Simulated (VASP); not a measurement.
CdTe, 2 atoms in the cell. It takes space group F-43m (No. 216, cubic). Conventional cell: a = 6.094 Å, b = 6.094 Å, c = 6.094 Å, α = 90.00°, β = 90.00°, γ = 90.00°. Within 3.5 Å of Cd (site symmetry -43m) lie 4 Te at 2.64 Å. Within 3.5 Å of Te (site symmetry -43m) lie 4 Cd at 2.64 Å. 

```yaml
Program: VASP 6.6.1
Task: relaxation of the atoms
Functional: PBE
Potentials_or_basis: VASP PAW PBE potentials, release 64 (Cd, Te)
Cutoff: 520 eV
k_mesh: 8 × 8 × 8
Occupations: fermi-dirac, width 0.03 eV
Spin: no spin polarisation
Dipole_correction: no
Further_INCAR_settings: ALGO = Normal; EDIFF = 1e-06; IBRION = 2; EDIFFG = -0.01; NSW = 50
```

Potentials or basis: VASP PAW PBE potentials, release 64 (Cd, Te).

Run with:

```sh
$ cat potpaw_PBE.64/Cd/POTCAR potpaw_PBE.64/Te/POTCAR > POTCAR
$ mpirun -np 1 vasp_std > vasp.out
```

Hardware: 1 thread of Intel(R) Xeon(R) 6975P-C (Granite Rapids) (shared host).

Task: How long does it take, and how much memory?

Result: Wall time 7.6 s on 1 thread of Intel(R) Xeon(R) 6975P-C (Granite Rapids), on a shared host, peak memory 0.18 GiB. Counts: scf iterations 12, k points 29, ion steps 1.
